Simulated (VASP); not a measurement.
# Ba in VASP: further runs, part 2 of 2

VASP 6.6.1. The steps go on from the part before.

## 3. Single point, PBE (strained)

The input, INCAR:

```
SYSTEM = Ba
PREC     = Accurate       ! precision mode
ENCUT    = 520            ! plane-wave cutoff, eV
EDIFF    = 1E-6           ! SCF threshold, eV
ISMEAR   = 0              ! smearing method
SIGMA    = 0.1            ! smearing width, eV
LREAL    = .False.        ! projectors in reciprocal space
LASPH    = .True.         ! aspherical terms in the spheres
NELM     = 60             ! most SCF steps
ALGO     = Fast           ! electronic algorithm
ISIF     = 2              ! what is computed and relaxed
LWAVE    = .False.        ! write WAVECAR
LCHARG   = .False.        ! write CHGCAR
GGA      = PE             ! functional
NBANDS   = 11             ! bands
```

The input, KPOINTS:

```
Automatic mesh
0
Gamma
  10 10 10
  0 0 0
```

The input, POSCAR:

```
Ba
1.0
   -2.3799000000      2.5180250000      2.4180000000
    2.4680500000     -2.5180250000      2.5061500000
    2.3799000000      2.5180250000     -2.4180000000
Ba
1
Direct
    0.0000000000      0.0000000000      0.0000000000
```

Potentials or basis: VASP PAW PBE potentials, release 64 (Ba_sv).

Run with:

```console
> cat potpaw_PBE.64/Ba_sv/POTCAR > POTCAR
> mpirun -np 1 vasp_std > vasp.out
```

OUTCAR:

```text
SYSTEM = Ba
   PREC = Accurate
   ENCUT = 520
   EDIFF = 1E-6
   ISMEAR = 0
   LREAL = .False.
   LASPH = .True.
   NELM = 60
   ISIF = 2
   GGA = PE

 ion  position               nearest neighbor table
   1  0.000  0.000  0.000-

  LATTYP: Found a base centered monoclinic cell.
 ALAT       =     6.7854691835
 B/A-ratio  =     0.7421815447
 C/A-ratio  =     0.7145786409
 COS(beta)  =    -0.6883967853

  Lattice vectors:

 A1 = (  -2.3799000000,   2.5180250000,   2.4180000000)
 A2 = (  -2.3799000000,  -2.5180250000,   2.4180000000)
 A3 = (   4.8479500000,   0.0000000000,   0.0881500000)

Analysis of symmetry for initial positions (statically):
=====================================================================
 Subroutine PRICEL returns:
 Original cell was already a primitive cell.

 Routine SETGRP: Setting up the symmetry group for a
 base centered monoclinic supercell.

 Subroutine GETGRP returns: Found  4 space group operations
 (whereof  4 operations were pure point group operations)
 out of a pool of  4 trial point group operations.

The static configuration has the point symmetry C_2h.

Analysis of symmetry for dynamics (positions and initial velocities):
=====================================================================
 Subroutine PRICEL returns:
 Original cell was already a primitive cell.

 Routine SETGRP: Setting up the symmetry group for a
 base centered monoclinic supercell.

 Subroutine GETGRP returns: Found  4 space group operations
 (whereof  4 operations were pure point group operations)
 out of a pool of  4 trial point group operations.

The dynamic configuration has the point symmetry C_2h.

 Subroutine INISYM returns: Found  4 space group operations
 (whereof  4 operations are pure point group operations),
 and found     1 'primitive' translations

----------------------------------------------------------------------------------------

                                     Primitive cell

  volume of cell :      60.0908

  direct lattice vectors                    reciprocal lattice vectors
    -2.379900000  2.518025000  2.418000000    -0.003693808  0.198568322  0.203146860
     2.468050000 -2.518025000  2.506150000     0.202646111  0.000000000  0.199453052
     2.379900000  2.518025000 -2.418000000     0.206339919  0.198568322 -0.003693808

  length of vectors
     4.225055965  4.325795710  4.225055965     0.284097993  0.284336009  0.286389918

  position of ions in fractional coordinates (direct lattice)
     0.000000000  0.000000000  0.000000000

  ion indices of the primitive-cell ions
   primitive index   ion index
                 1           1

----------------------------------------------------------------------------------------

 KPOINTS: Automatic mesh

Automatic generation of k-mesh.
 Grid dimensions read from file:
 generate k-points for:   10   10   10

 Generating k-lattice:

  Cartesian coordinates                     Fractional coordinates (reciprocal lattice)
    -0.000369381  0.019856832  0.020314686     0.100000000 -0.000000000  0.000000000
     0.020264611  0.000000000  0.019945305    -0.000000000  0.100000000  0.000000000
     0.020633992  0.019856832 -0.000369381     0.000000000 -0.000000000  0.100000000

  Length of vectors
     0.028409799  0.028433601  0.028638992

  Shift w.r.t. Gamma in fractional coordinates (k-lattice)
     0.000000000  0.000000000  0.000000000

 Subroutine IBZKPT returns following result:
 ===========================================

 Found    282 irreducible k-points:

 Following reciprocal coordinates:
            Coordinates               Weight
  0.000000  0.000000  0.000000      1.000000
  0.100000 -0.000000  0.000000      4.000000
  0.200000 -0.000000  0.000000      4.000000
  0.300000  0.000000 -0.000000      4.000000
  0.400000  0.000000  0.000000      4.000000
  0.500000 -0.000000  0.000000      2.000000
[... 16 lines left out ...]
 -0.400000  0.200000 -0.000000      4.000000
 -0.300000  0.200000  0.000000      4.000000
 [... further k-points ...]
   k-points           NKPTS =    282   k-points in BZ     NKDIM =    282   number of bands    NBANDS=     11
   number of dos      NEDOS =    301   number of ions     NIONS =      1
   total plane-waves  NPLWV =  32768
   dimension x,y,z NGX =    32 NGY =   32 NGZ =   32
   dimension x,y,z NGXF=    64 NGYF=   64 NGZF=   64
   ions per type =               1
   NGX,Y,Z   is equivalent  to a cutoff of  12.59, 12.30, 12.59 a.u.
   NGXF,Y,Z  is equivalent  to a cutoff of  25.18, 24.60, 25.18 a.u.
 SYSTEM =  Ba
   PREC   = accura    normal or accurate (medium, high low for compatibility)
   ISTART =      0    job   : 0-new  1-cont  2-samecut
   ICHARG =      2    charge: 1-file 2-atom 10-const
   ISPIN  =      1    spin polarized calculation?
   LNONCOLLINEAR =      F non collinear calculations
   LSORBIT =      F    spin-orbit coupling
   LASPH  =      T    aspherical Exc in radial PAW
   ENCUT  =  520.0 eV  38.22 Ry    6.18 a.u.   7.86  8.04  7.86*2*pi/ulx,y,z
   NELM   =     60;   NELMIN=  2; NELMDL= -5     # of ELM steps
   EDIFF  = 0.1E-05   stopping-criterion for ELM
   LREAL  =      F    real-space projection
   EDIFFG = 0.1E-04   stopping-criterion for IOM
   NSW    =      0    number of steps for IOM
   IBRION =     -1    ionic relax: 0-MD 1-quasi-New 2-CG
   NFREE  =      0    steps in history (QN), initial steepest desc. (CG)
   ISIF   =      2    stress and relaxation
   ISYM   =      2    0-nonsym 1-usesym 2-fastsym
   POTIM  = 0.5000    time-step for ionic-motion
   TEBEG  =    0.0;   TEEND  =   0.0 temperature during run
   PSTRESS=    0.0 pullay stress
   NELECT =      10.0000    total number of electrons
   NUPDOWN=      -1.0000    fix difference up-down
   EMIN   =  10.00;   EMAX   =-10.00  energy-range for DOS
   EFERMI =   0.00;   METHOD = LEGACY
   ISMEAR =     0;   SIGMA  =   0.10  broadening in eV -4-tet -1-fermi 0-gaus
   EFERMI_NEDOS =   21; number of points for ismear=-14 and -15
   IALGO  =     68    algorithm
   IMIX   =      4    mixing-type and parameters
     AMIX     =   0.40;   BMIX     =  1.00
     AMIX_MAG =   1.60;   BMIX_MAG =  1.00
  volume/ion in A,a.u.               =      60.09       405.51
  Fermi-wavevector in a.u.,A,eV,Ry     =   0.900476  1.701653 11.032380  0.810857
  Thomas-Fermi vector in A             =   2.023438
   LORBIT       =      0    0 simple, 1 ext, 2 COOP (PROOUT), +10 PAW based schemes
   GGA     = PE    functional components
   LHFCALC =     F    Hartree Fock is set to
   AEXX    =    0.0000 exact exchange contribution
   IVDW    =     0    specifies the selected vdW correction
   LEPSILON=     F    determine dielectric tensor
   LRPA    =     F    only Hartree local field effects (RPA)
 non-spin polarized calculation
 RMM-DIIS sequential band-by-band and
 Gauss-broadening in eV      SIGMA  =   0.10
  energy-cutoff  :      520.00
  volume of cell :       60.09
 maximum number of plane-waves:      1642
   NGX = 15   NGY = 17   NGZ = 15

 number of electron      10.0000000 magnetization

 number of electron       9.9999999 magnetization

 Free energy of the ion-electron system (eV)
  ---------------------------------------------------
  ext. energy  EPLUGINS =         0.00000000
  ---------------------------------------------------
  free energy    TOTEN  =        -1.90092334 eV

  energy without entropy =       -1.89374949  energy(sigma->0) =       -1.89733641

 E-fermi :   1.7888     XC(G=0):  -7.5610

 val. band max:        1.7762467920   @ k =   0.4000   0.3000   0.4000
 cond. band min:       1.7953383298   @ k =   0.3000  -0.0000   0.3000
 fundamental gap:      0.0190915378
 Fermi energy:         1.7887689029

 k-point     1 :       0.0000    0.0000    0.0000
  band No.  band energies     occupation
      1     -27.0020      2.00000
      2     -11.9345      2.00000
      3     -11.9214      2.00000
      4     -11.9089      2.00000
      5      -0.9651      2.00000
      6       3.4859      0.00000
      7       3.7787      0.00000
      8       3.7951      0.00000
      9       5.0033      0.00000
     10       5.3318      0.00000
     11       8.7378      0.00000
[... 309 lines left out ...]
 k-point    24 :      -0.3000    0.2000    0.0000
  band No.  band energies     occupation
      1     -26.9722      2.00000
      2     -12.2277      2.00000
      3     -12.0112      2.00000
      4     -11.9298      2.00000
      5       0.2088      2.00000
      6       2.8514      0.00000
      7       3.0119      0.00000
      8       4.7432      0.00000
      9       5.1053      0.00000
     10       5.3686      0.00000
     11       9.2041      0.00000

 [... further k-points ...]

------------------------ aborting loop because EDIFF is reached ----------------------------------------

  FORCE on cell =-STRESS in cart. coord.  units (eV):
  Direction    XX          YY          ZZ          XY          YZ          ZX
  --------------------------------------------------------------------------------------
  -------------------------------------------------------------------------------------
  Total        0.2406546      0.1781759      0.2055881      0.0000000      0.0000000     -0.1389153
  in kB        6.4164773      4.7506332      5.4815138      0.0000000      0.0000000     -3.7038421
  external PRESSURE =       5.5495414 kB  Pullay stress =       0.0000000 kB

 VOLUME and BASIS-vectors are now :
 -----------------------------------------------------------------------------
  energy-cutoff  :      520.00
  volume of cell :       60.09
      direct lattice vectors                 reciprocal lattice vectors
    -2.379900000  2.518025000  2.418000000    -0.003693808  0.198568322  0.203146860
     2.468050000 -2.518025000  2.506150000     0.202646111  0.000000000  0.199453052
     2.379900000  2.518025000 -2.418000000     0.206339919  0.198568322 -0.003693808

 POSITION                                       TOTAL-FORCE (eV/Angst)
 -----------------------------------------------------------------------------------
      0.00000      0.00000      0.00000         0.000000      0.000000      0.000000
 -----------------------------------------------------------------------------------
    total drift:                               -0.000000      0.000000      0.000000

  FREE ENERGIE OF THE ION-ELECTRON SYSTEM (eV)
  ---------------------------------------------------
  free  energy   TOTEN  =        -1.9009233403 eV

  energy  without entropy=       -1.8937494875  energy(sigma->0) =       -1.89733641
```

It took 43 s on 1 thread of Intel Xeon Platinum 8481C at 2.70GHz (Sapphire Rapids), shared host; peak memory 0.32 GiB.

What came out:

```
Free energy            : -1.9009 eV
Pressure               : 0.6 GPa
Band gap on the k mesh : zero (bands 5 and 6 overlap by 0.97 eV)
```

Stress tensor (GPa, compression positive):
```
 0.64  0.00 -0.37
 0.00  0.48  0.00
-0.37  0.00  0.55
```

Caveat: the cell differs from its parent crystal (strained); spin-orbit coupling is left out, which moves the levels of the heavy elements.
